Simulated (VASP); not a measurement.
Runs of VASP 6.6.1 on Ta. The structure is that of space group Im-3m (No. 229), or close to it. The cells are those of the table. 

| cell | gap on the mesh (eV) | pressure (GPa) |
| --- | --- | --- |
| a = 2.889 Å, angles 107.9, 110.3, 110.3°, 1 atom | none | (b) |
| a = 2.874 Å, angles 108.7, 109.9, 109.9°, 1 atom | none | (a) |
| a = 2.832 Å, angles 111.1, 108.7, 108.7°, 1 atom | none | 8.0 |
| a = 2.818 Å, angles 111.9, 108.3, 108.3°, 1 atom | none | 11.8 |
| a = 2.846 Å, angles 110.3, 109.1, 109.1°, 1 atom | none | 4.4 |

Alike in all rows: task single point; level r2SCAN; potentials or basis VASP PAW PBE potentials, release 64 (Ta_pv); no spin polarisation; k mesh 20 × 20 × 20; cutoff (eV) 520; smearing gaussian 0.15 eV.

**Question.** Fill in the values left out.

**Answer.** (a) -1.9; (b) -4.6.

Caveats: the PAW data sets were made with another functional, which shifts forces and pressure a little; spin-orbit coupling is left out, which moves the levels of the heavy elements; the cell stands under pressure (at least some runs); the cell stands under tension (at least some runs); the stress differs along the axes, from 10 to 16 GPa (at least some runs).

A k mesh can miss the band edges, and the runs leave out spin-orbit coupling on Ta.

A gap of «none» marks levels without a gap at the run's occupations.
